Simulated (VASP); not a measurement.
Wanted: the native input for a VASP 6.6.1 run.

- Task: single point
- Functional: PBE
- Potentials or basis: VASP PAW PBE potentials, release 64 (Zr_sv, B)
- Cutoff: 520 eV
- k mesh: 10 × 10 × 10
- Occupations: gaussian, width 0.023 eV
- Spin: no spin polarisation
- Dipole correction: no
- Further INCAR settings: ALGO = Normal; EDIFF = 1e-07; NBANDS = 14

The structure of ZrB lies in POSCAR:

```
ZrB
1.0
    0.0000000000      2.3250000000      2.3250000000
    2.3250000000      0.0000000000      2.3250000000
    2.3250000000      2.3250000000      0.0000000000
Zr B
1 1
Direct
    0.0000000000      0.0000000000      0.0000000000
    0.5000000000      0.5000000000      0.5000000000
```

One way to write it, as run:

INCAR

```
  PREC = Accurate
  ENCUT = 520
  EDIFF = 1E-7
  ISMEAR = 0
  SIGMA = 0.023
  LREAL = False
  LASPH = True
  NELM = 80
  ALGO = Normal
  ISIF = 2
  LWAVE = False
  LCHARG = True
  GGA = PE
  LELF = True
  LVHAR = True
  NBANDS = 14
```

KPOINTS

```
regular mesh
0
Gamma
  10 10 10
```

Potentials or basis: VASP PAW PBE potentials, release 64 (Zr_sv, B).

Launch:

```sh
$ cat potpaw_PBE.64/Zr_sv/POTCAR potpaw_PBE.64/B/POTCAR > POTCAR
$ mpirun -np 1 vasp_std > vasp.out
```

It gave:

| Quantity | Value |
| --- | --- |
| Pressure | 34.6 GPa |

It used 8 s of CPU time on 1 thread of Intel(R) Xeon(R) Platinum 8488C (Sapphire Rapids), on a shared host.
